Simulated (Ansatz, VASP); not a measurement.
# One calculation of Al2O3, two programs

```
Al O
1.0
     2.99689    0.00000    0.00000
    -1.49844    2.59538    0.00000
     0.00000    0.00000    7.22503
Al O
2 3
Direct
  0.00000 0.00000 0.26886
  0.00000 0.00000 0.73114
  0.33333 0.66667 0.18785
  0.66667 0.33333 0.81215
  0.00000 0.00000 0.50000
```

Alike in both runs: functional BLYP; dispersion D3(BJ); k mesh 12 × 12 × 4; no spin polarisation.

Ansatz relaxed the structure, and its values are those at the end. VASP's run is a single point on that final structure, the one shown.

```csv
,VASP,Ansatz
version,VASP 6.6.1,Ansatz 0.2.0
potentials or method,"VASP PAW PBE potentials, release 64 (Al, O)","plane waves, PAW"
plane-wave cutoff (eV),520,420
occupations,"gaussian, width 0.01 eV",fixed
valence electrons in the cell,24,24
```

|  | VASP | Ansatz | Ansatz less VASP |
| --- | --- | --- | --- |
| pressure (GPa) | 0.8 | 0.0 | -0.79 |
| rms of the force components (eV/Å) | 0.043 | 0.000 | -0.0426 |

VASP's potentials were made for PBE, not for BLYP.
